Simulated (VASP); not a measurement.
# NaH (CsCl type) (Pm-3m) in VASP: further runs

Runs on NaH (CsCl type). Level: PBE. Tasks: single point.

All numbers are computed with VASP 6.6.1; they aren't measurements. Logs are shortened: lines on timing, memory, paths and dates and some standing lists are left out, and cuts for length are marked.

### 1 The cell of the first run

Symmetry: Pm-3m, No. 221, cubic system. Conventional cell: a = 2.384 Å, b = 2.384 Å, c = 2.384 Å, α = 90.00°, β = 90.00°, γ = 90.00°. Within 2.7 Å of Na (site symmetry m-3m) lie 8 H at 2.06 Å and 6 Na at 2.38 Å. H (site symmetry m-3m) has 8 Na at 2.06 Å and 6 H at 2.38 Å within 2.7 Å.

### 2 Single point, PBE (volume scaled by 0.52)

INCAR

```
ALGO     = Normal         # electronic algorithm
EDIFF    = 1E-6           # SCF threshold, eV
ENCUT    = 520            # plane-wave cutoff, eV
GGA      = PE             # functional
ISIF     = 2              # what is computed and relaxed
ISMEAR   = -1             # smearing method
LASPH    = T              # aspherical terms in the spheres
LCHARG   = F              # write CHGCAR
LREAL    = F              # projectors in reciprocal space
LWAVE    = F              # write WAVECAR
NBANDS   = 11             # bands
NELM     = 100            # most SCF steps
PREC     = Accurate       # precision mode
SIGMA    = 0.08           # smearing width, eV
```

KPOINTS

```
k-points
0
Gamma
  12 12 12
```

POSCAR

```
NaH
1.0
    2.3836147811      0.0000000000      0.0000000000
    0.0000000000      2.3836147811      0.0000000000
    0.0000000000      0.0000000000      2.3836147811
Na H
1 1
Direct
    0.0000000000      0.0000000000      0.0000000000
    0.5000000000      0.5000000000      0.5000000000
```

Potentials or basis: VASP PAW PBE potentials, release 64 (Na_pv, H).

Started as:

```bash
$ cat potpaw_PBE.64/Na_pv/POTCAR potpaw_PBE.64/H/POTCAR > POTCAR
$ mpirun -np 1 vasp_std > vasp.out
```

OUTCAR:

```text
EDIFF = 1E-6
   ENCUT = 520
   GGA = PE
   ISIF = 2
   ISMEAR = -1
   LASPH = T
   LREAL = F
   NELM = 100
   PREC = Accurate

 ion  position               nearest neighbor table
   1  0.000  0.000  0.000-
   2  0.500  0.500  0.500-

  LATTYP: Found a simple cubic cell.
 ALAT       =     2.3836147811

  Lattice vectors:

 A1 = (   2.3836147811,   0.0000000000,   0.0000000000)
 A2 = (   0.0000000000,   2.3836147811,   0.0000000000)
 A3 = (   0.0000000000,   0.0000000000,   2.3836147811)

Analysis of symmetry for initial positions (statically):
=====================================================================
 Subroutine PRICEL returns:
 Original cell was already a primitive cell.

 Routine SETGRP: Setting up the symmetry group for a
 simple cubic supercell.

 Subroutine GETGRP returns: Found 48 space group operations
[... 9 lines left out ...]

 Routine SETGRP: Setting up the symmetry group for a
 simple cubic supercell.

 Subroutine GETGRP returns: Found 48 space group operations
[... 11 lines left out ...]
                                     Primitive cell

  volume of cell :      13.5428

  direct lattice vectors                    reciprocal lattice vectors
     2.383614781  0.000000000  0.000000000     0.419530877  0.000000000  0.000000000
     0.000000000  2.383614781  0.000000000     0.000000000  0.419530877  0.000000000
     0.000000000  0.000000000  2.383614781     0.000000000  0.000000000  0.419530877

  length of vectors
     2.383614781  2.383614781  2.383614781     0.419530877  0.419530877  0.419530877

  position of ions in fractional coordinates (direct lattice)
     0.000000000  0.000000000  0.000000000
     0.500000000  0.500000000  0.500000000

  ion indices of the primitive-cell ions
   primitive index   ion index
                 1           1
                 2           2

----------------------------------------------------------------------------------------

 KPOINTS: k-points

Automatic generation of k-mesh.
 Grid dimensions read from file:
 generate k-points for:   12   12   12

 Generating k-lattice:

  Cartesian coordinates                     Fractional coordinates (reciprocal lattice)
     0.034960906  0.000000000  0.000000000     0.083333333  0.000000000  0.000000000
     0.000000000  0.034960906  0.000000000     0.000000000  0.083333333  0.000000000
     0.000000000  0.000000000  0.034960906     0.000000000  0.000000000  0.083333333

  Length of vectors
     0.034960906  0.034960906  0.034960906

  Shift w.r.t. Gamma in fractional coordinates (k-lattice)
     0.000000000  0.000000000  0.000000000

 Subroutine IBZKPT returns following result:
 ===========================================

 Found     84 irreducible k-points:

 Following reciprocal coordinates:
            Coordinates               Weight
  0.000000  0.000000  0.000000      1.000000
  0.083333  0.000000  0.000000      6.000000
  0.166667  0.000000  0.000000      6.000000
  0.250000  0.000000  0.000000      6.000000
  0.333333  0.000000  0.000000      6.000000
  0.416667  0.000000  0.000000      6.000000
[... 16 lines left out ...]
  0.333333  0.333333  0.000000     12.000000
  0.416667  0.333333  0.000000     24.000000
 [... further k-points ...]
   k-points           NKPTS =     84   k-points in BZ     NKDIM =     84   number of bands    NBANDS=     11
   number of dos      NEDOS =    301   number of ions     NIONS =      2
   total plane-waves  NPLWV =   5832
   dimension x,y,z NGX =    18 NGY =   18 NGZ =   18
   dimension x,y,z NGXF=    36 NGYF=   36 NGZF=   36
   ions per type =               1   1
   NGX,Y,Z   is equivalent  to a cutoff of  12.55, 12.55, 12.55 a.u.
   NGXF,Y,Z  is equivalent  to a cutoff of  25.11, 25.11, 25.11 a.u.
 SYSTEM =  unknown system
   PREC   = accura    normal or accurate (medium, high low for compatibility)
   ISTART =      0    job   : 0-new  1-cont  2-samecut
   ICHARG =      2    charge: 1-file 2-atom 10-const
   ISPIN  =      1    spin polarized calculation?
   LNONCOLLINEAR =      F non collinear calculations
   LSORBIT =      F    spin-orbit coupling
   LASPH  =      T    aspherical Exc in radial PAW
   ENCUT  =  520.0 eV  38.22 Ry    6.18 a.u.   4.43  4.43  4.43*2*pi/ulx,y,z
   NELM   =    100;   NELMIN=  2; NELMDL= -5     # of ELM steps
   EDIFF  = 0.1E-05   stopping-criterion for ELM
   LREAL  =      F    real-space projection
   EDIFFG = 0.1E-04   stopping-criterion for IOM
   NSW    =      0    number of steps for IOM
   IBRION =     -1    ionic relax: 0-MD 1-quasi-New 2-CG
   NFREE  =      0    steps in history (QN), initial steepest desc. (CG)
   ISIF   =      2    stress and relaxation
   ISYM   =      2    0-nonsym 1-usesym 2-fastsym
   POTIM  = 0.5000    time-step for ionic-motion
   TEBEG  =    0.0;   TEEND  =   0.0 temperature during run
   PSTRESS=    0.0 pullay stress
   NELECT =       8.0000    total number of electrons
   NUPDOWN=      -1.0000    fix difference up-down
   EMIN   =  10.00;   EMAX   =-10.00  energy-range for DOS
   EFERMI =   0.00;   METHOD = LEGACY
   ISMEAR =    -1;   SIGMA  =   0.08  broadening in eV -4-tet -1-fermi 0-gaus
   EFERMI_NEDOS =   21; number of points for ismear=-14 and -15
   IALGO  =     38    algorithm
   IMIX   =      4    mixing-type and parameters
     AMIX     =   0.40;   BMIX     =  1.00
     AMIX_MAG =   1.60;   BMIX_MAG =  1.00
  volume/ion in A,a.u.               =       6.77        45.70
  Fermi-wavevector in a.u.,A,eV,Ry     =   1.373627  2.595778 25.672161  1.886851
  Thomas-Fermi vector in A             =   2.499127
   LORBIT       =      0    0 simple, 1 ext, 2 COOP (PROOUT), +10 PAW based schemes
   GGA     = PE    functional components
   LHFCALC =     F    Hartree Fock is set to
   AEXX    =    0.0000 exact exchange contribution
   IVDW    =     0    specifies the selected vdW correction
   LEPSILON=     F    determine dielectric tensor
   LRPA    =     F    only Hartree local field effects (RPA)
 non-spin polarized calculation
  energy-cutoff  :      520.00
  volume of cell :       13.54
 maximum number of plane-waves:       384
 NGX is ok and might be reduce to    18
   NGX =  9   NGY =  9   NGZ =  9

 number of electron       7.9999993 magnetization

 Free energy of the ion-electron system (eV)
  ---------------------------------------------------
  ext. energy  EPLUGINS =         0.00000000
  ---------------------------------------------------
  free energy    TOTEN  =        -3.55087416 eV

  energy without entropy =       -3.55087264  energy(sigma->0) =       -3.55087340

 E-fermi :   6.5378     XC(G=0): -10.7585

 val. band max:        5.9735253214   @ k =   0.5000   0.5000   0.5000
 cond. band min:       7.2114486729   @ k =   0.5000   0.0000   0.0000
 fundamental gap:      1.2379233515
 Fermi energy:         6.5378496274

 k-point     1 :       0.0000    0.0000    0.0000
  band No.  band energies     occupation
      1     -19.4236      2.00000
      2     -19.4236      2.00000
      3     -19.4236      2.00000
      4      -3.5237      2.00000
      5      19.5966      0.00000
      6      19.5966      0.00000
      7      21.8340      0.00000
      8      24.0771      0.00000
      9      24.0771      0.00000
     10      24.0771      0.00000
     11      38.8655      0.00000

 k-point     2 :       0.0833    0.0000    0.0000
  band No.  band energies     occupation
      1     -19.4983      2.00000
      2     -19.4176      2.00000
      3     -19.4176      2.00000
      4      -3.3340      2.00000
      5      18.0301      0.00000
      6      19.7726      0.00000
      7      21.3403      0.00000
      8      24.1442      0.00000
      9      24.1442      0.00000
     10      26.5574      0.00000
     11      38.8651      0.00000

 k-point     3 :       0.1667    0.0000    0.0000
  band No.  band energies     occupation
      1     -19.6985      2.00000
      2     -19.4010      2.00000
      3     -19.4010      2.00000
      4      -2.7843      2.00000
      5      15.1326      0.00000
      6      20.2981      0.00000
      7      21.6590      0.00000
      8      24.3373      0.00000
      9      24.3373      0.00000
     10      30.3645      0.00000
     11      38.3521      0.00000

 k-point     4 :       0.2500    0.0000    0.0000
  band No.  band energies     occupation
      1     -19.9634      2.00000
      2     -19.3783      2.00000
      3     -19.3783      2.00000
      4      -1.9318      2.00000
      5      12.3146      0.00000
      6      21.1623      0.00000
      7      22.3099      0.00000
      8      24.6298      0.00000
      9      24.6298      0.00000
     10      34.4716      0.00000
     11      34.9309      0.00000

 k-point     5 :       0.3333    0.0000    0.0000
  band No.  band energies     occupation
      1     -20.2194      2.00000
      2     -19.3555      2.00000
      3     -19.3555      2.00000
      4      -0.8817      2.00000
      5       9.8483      0.00000
      6      22.3325      0.00000
      7      23.0376      0.00000
      8      24.9673      0.00000
      9      24.9673      0.00000
     10      31.9343      0.00000
     11      34.6953      0.00000
[... 211 lines left out ...]
 k-point    21 :       0.4167    0.2500    0.0000
  band No.  band energies     occupation
      1     -20.2794      2.00000
      2     -19.7915      2.00000
      3     -19.2986      2.00000
      4       1.0243      2.00000
      5       9.5609      0.00000
      6      15.5242      0.00000
      7      21.6645      0.00000
      8      26.1208      0.00000
      9      26.7606      0.00000
     10      32.6183      0.00000
     11      33.7616      0.00000

 k-point    22 :       0.5000    0.2500    0.0000
  band No.  band energies     occupation
      1     -20.3393      2.00000
      2     -19.7805      2.00000
      3     -19.2929      2.00000
      4       1.3807      2.00000
      5       8.9067      0.00000
      6      15.9560      0.00000
      7      21.1590      0.00000
      8      26.2319      0.00000
      9      27.0083      0.00000
     10      32.2574      0.00000
     11      33.5005      0.00000

 k-point    23 :       0.3333    0.3333    0.0000
  band No.  band energies     occupation
      1     -20.0908      2.00000
      2     -20.0152      2.00000
      3     -19.2937      2.00000
      4       0.9391      2.00000
      5      11.8026      0.00000
      6      12.7867      0.00000
      7      21.2531      0.00000
      8      26.1413      0.00000
      9      27.0363      0.00000
     10      32.7991      0.00000
     11      35.5815      0.00000

 k-point    24 :       0.4167    0.3333    0.0000
  band No.  band energies     occupation
      1     -20.2178      2.00000
      2     -20.0098      2.00000
      3     -19.2785      2.00000
      4       1.5853      2.00000
      5      10.6214      0.00000
      6      13.3484      0.00000
      7      19.8610      0.00000
      8      26.4894      0.00000
      9      27.8711      0.00000
     10      32.1305      0.00000
     11      34.9760      0.00000

 [... further k-points ...]
[... 5 lines left out ...]
  --------------------------------------------------------------------------------------
  -------------------------------------------------------------------------------------
  Total        4.4520051      4.4520051      4.4520051     -0.0000000      0.0000000      0.0000000
  in kB      526.6935802    526.6935802    526.6935802     -0.0000000      0.0000000      0.0000000
  external PRESSURE =     526.6935802 kB  Pullay stress =       0.0000000 kB

 VOLUME and BASIS-vectors are now :
 -----------------------------------------------------------------------------
  energy-cutoff  :      520.00
  volume of cell :       13.54
      direct lattice vectors                 reciprocal lattice vectors
     2.383614781  0.000000000  0.000000000     0.419530877  0.000000000  0.000000000
     0.000000000  2.383614781  0.000000000     0.000000000  0.419530877  0.000000000
     0.000000000  0.000000000  2.383614781     0.000000000  0.000000000  0.419530877

 POSITION                                       TOTAL-FORCE (eV/Angst)
 -----------------------------------------------------------------------------------
      0.00000      0.00000      0.00000         0.000000      0.000000      0.000000
      1.19181      1.19181      1.19181         0.000000      0.000000      0.000000
 -----------------------------------------------------------------------------------
    total drift:                                0.000000     -0.000000      0.000000

  FREE ENERGIE OF THE ION-ELECTRON SYSTEM (eV)
  ---------------------------------------------------
  free  energy   TOTEN  =        -3.5508741608 eV

  energy  without entropy=       -3.5508726351  energy(sigma->0) =       -3.55087340
```

Wall time 7.1 s (1 thread of Intel Xeon Platinum 8259CL at 2.50GHz (Skylake/Cascade Lake), shared host); peak memory 0.12 GiB.

Results:

- Free energy: -3.5509 eV
- Pressure: 52.7 GPa
- Band gap on the k mesh: 1.24 eV, indirect (least direct gap 6.59 eV)

 A k mesh can miss the band edges.

### 3 Single point, PBE (volume scaled by 0.6)

INCAR

```
SYSTEM = NaH
  ALGO = Normal
  EDIFF = 1E-6
  ENCUT = 520
  GGA = PE
  ISIF = 2
  ISMEAR = -1
  LASPH = .True.
  LCHARG = .False.
  LREAL = .False.
  LWAVE = .False.
  NBANDS = 11
  NELM = 100
  PREC = Accurate
  SIGMA = 0.08
```

KPOINTS

```
k-points
0
Gamma
  12 12 12
  0 0 0
```

POSCAR

```
NaH
1.0
    2.5000692519      0.0000000000      0.0000000000
    0.0000000000      2.5000692519      0.0000000000
    0.0000000000      0.0000000000      2.5000692519
Na H
1 1
Direct
    0.0000000000      0.0000000000      0.0000000000
    0.5000000000      0.5000000000      0.5000000000
```

Potentials or basis: VASP PAW PBE potentials, release 64 (Na_pv, H).

Started as:

```bash
$ cat potpaw_PBE.64/Na_pv/POTCAR potpaw_PBE.64/H/POTCAR > POTCAR
$ mpirun -np 1 vasp_std > vasp.out
```

Wall time 8.4 s (1 thread of Intel Xeon Platinum 8259CL at 2.50GHz (Skylake/Cascade Lake), shared host); peak memory 0.12 GiB.

Results (log left out):

```
Free energy            : -4.0879 eV
Pressure               : 31.4 GPa
Band gap on the k mesh : 1.13 eV, indirect (least direct gap 6.06 eV)
```

Levels at points of the mesh, in eV from the valence-band top:
```csv
k point,band 2,band 3,band 4,band 5,band 6,band 7
"(0.00, 0.00, 0.00)",-25.09,-25.09,-8.63,13.02,13.02,13.87
"(0.50, 0.00, 0.00)",-25.03,-25.03,-4.93,1.13,15.99,17.51
"(0.50, 0.50, 0.00)",-25.65,-24.97,-3.01,5.37,5.37,9.71
"(0.50, 0.50, 0.50)",-25.53,-25.53,0.00,7.46,7.46,7.46
```

 A k mesh can miss the band edges.

### 4 Single point, PBE (volume scaled by 0.68)

INCAR

```
SYSTEM = NaH
PREC     = Accurate       ! precision mode
ENCUT    = 520            ! plane-wave cutoff, eV
EDIFF    = 1E-6           ! SCF threshold, eV
ISMEAR   = -1             ! smearing method
SIGMA    = 0.08           ! smearing width, eV
LREAL    = .False.        ! projectors in reciprocal space
LASPH    = .True.         ! aspherical terms in the spheres
NELM     = 100            ! most SCF steps
ALGO     = Normal         ! electronic algorithm
ISIF     = 2              ! what is computed and relaxed
LWAVE    = .False.        ! write WAVECAR
LCHARG   = .False.        ! write CHGCAR
GGA      = PE             ! functional
NBANDS   = 11             ! bands
```

KPOINTS

```
regular mesh
0
Gamma
  12 12 12
  0 0 0
```

POSCAR

```
NaH
1.0
    2.6065812060      0.0000000000      0.0000000000
    0.0000000000      2.6065812060      0.0000000000
    0.0000000000      0.0000000000      2.6065812060
Na H
1 1
Direct
    0.0000000000      0.0000000000      0.0000000000
    0.5000000000      0.5000000000      0.5000000000
```

Started as:

```bash
$ cat potpaw_PBE.64/Na_pv/POTCAR potpaw_PBE.64/H/POTCAR > POTCAR
$ mpirun -np 1 vasp_std > vasp.out
```

Run time: 8.7 s. Hardware: 1 thread of Intel Xeon Platinum 8259CL at 2.50GHz (Skylake/Cascade Lake), shared host; peak memory 0.13 GiB.

Results (log left out):

```
Free energy            : -4.4097 eV
Pressure               : 18.7 GPa
Band gap on the k mesh : 1.07 eV, indirect (least direct gap 5.62 eV)
```

Levels at points of the mesh, in eV from the valence-band top:
| k point | band 1 | band 2 | band 3 | band 4 | band 5 | band 6 | band 7 | band 8 |
| --- | --- | --- | --- | --- | --- | --- | --- | --- |
| (0.00, 0.00, 0.00) | -24.88 | -24.88 | -24.88 | -7.90 | 12.34 | 12.49 | 12.49 | 15.47 |
| (0.50, 0.00, 0.00) | -25.40 | -24.83 | -24.83 | -4.54 | 1.07 | 14.52 | 16.64 | 17.20 |
| (0.50, 0.50, 0.00) | -25.29 | -25.29 | -24.79 | -2.63 | 5.03 | 5.03 | 8.89 | 18.22 |
| (0.50, 0.50, 0.50) | -25.21 | -25.21 | -25.21 | 0.00 | 7.34 | 7.34 | 7.34 | 11.73 |

### 5 Single point, PBE (volume scaled by 0.68)

INCAR

```
ALGO = Normal ; EDIFF = 1E-7
ENCUT = 520 ; GGA = PE
ISIF = 2 ; ISMEAR = -1
LASPH = True ; LCHARG = False
LREAL = False ; LWAVE = False
NBANDS = 11 ; NELM = 60
PREC = Accurate ; SIGMA = 0.08
```

KPOINTS

```
k-points
0
Gamma
  12 12 12
```

POSCAR is that of step 4.

Started as:

```bash
$ cat potpaw_PBE.64/Na_pv/POTCAR potpaw_PBE.64/H/POTCAR > POTCAR
$ mpirun -np 1 vasp_std > vasp.out
```

Run time: 9.5 s. Hardware: 1 thread of Intel Xeon Platinum 8259CL at 2.50GHz (Skylake/Cascade Lake), shared host; peak memory 0.12 GiB.

Results (log left out):

| Item | Value |
| --- | --- |
| Free energy | -4.4097 eV |
| Pressure | 18.8 GPa |
| Band gap on the k mesh | 1.07 eV, indirect (least direct gap 5.62 eV) |

Levels at points of the mesh, in eV from the valence-band top:
```
           k point  band 2  band 3  band 4  band 5  band 6  band 7
(0.00, 0.00, 0.00)  -24.88  -24.88   -7.90   12.34   12.49   12.49
(0.50, 0.00, 0.00)  -24.83  -24.83   -4.54    1.07   14.52   16.64
(0.50, 0.50, 0.00)  -25.29  -24.79   -2.63    5.03    5.03    8.89
(0.50, 0.50, 0.50)  -25.21  -25.21    0.00    7.34    7.34    7.34
```

### 6 Summary

| cell | gap on the mesh (eV) | pressure (GPa) |
| --- | --- | --- |
| a = 2.384 Å, 2 atoms | 1.24 | 52.7 |
| a = 2.500 Å, 2 atoms | 1.13 | 31.4 |
| a = 2.607 Å, 2 atoms | 1.07 | 18.8 |

Alike in all rows: task single point; level PBE; potentials or basis VASP PAW PBE potentials, release 64 (Na_pv, H); no spin polarisation; k mesh 12 × 12 × 12; cutoff (eV) 520; smearing fermi-dirac 0.08 eV.

Total energies depend on the potentials used, so only differences within one code and one set of settings carry meaning.
